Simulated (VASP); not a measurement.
Input of a VASP 6.6.1 run:

INCAR

```
SYSTEM = Rh
PREC = Accurate ; ENCUT = 500
EDIFF = 1E-6 ; ISMEAR = 0
SIGMA = 0.15 ; LREAL = .False.
LASPH = .True. ; NELM = 200
ALGO = Normal ; ISIF = 2
LWAVE = .False. ; LCHARG = .True.
ISPIN = 2 ; MAGMOM = 0.75 0.75
LORBIT = 11 ; NUPDOWN = 1.5
LMAXMIX = 4 ; GGA = PE
LELF = .True. ; LVHAR = .True.
NBANDS = 26 ; GGA_COMPAT = .False.
```

The input KPOINTS:

```
regular mesh
0
Gamma
  21 21 12
  0 0 0
```

File POSCAR:

```
Rh
1.0
    2.7248648789      0.0000000000      0.0000000000
   -1.3624324395      2.3598022070      0.0000000000
    0.0000000000      0.0000000000      4.3851186793
Rh
2
Direct
    0.6666666667      0.3333333333      0.7500000000
    0.3333333333      0.6666666667      0.2500000000
```

Potentials or basis: VASP PAW PBE potentials, release 64 (Rh_pv).

The run is started by

```sh
$ cat potpaw_PBE.64/Rh_pv/POTCAR > POTCAR
$ mpirun -np 1 vasp_std > vasp.out
```

Predict the pressure.

3.5 GPa.

Stress tensor (GPa, compression positive):
```
3.38 0.00 0.00
0.00 3.38 0.00
0.00 0.00 3.61
```

Caveat: the cell stands under pressure; the total moment is fixed, so each spin has its own Fermi level.
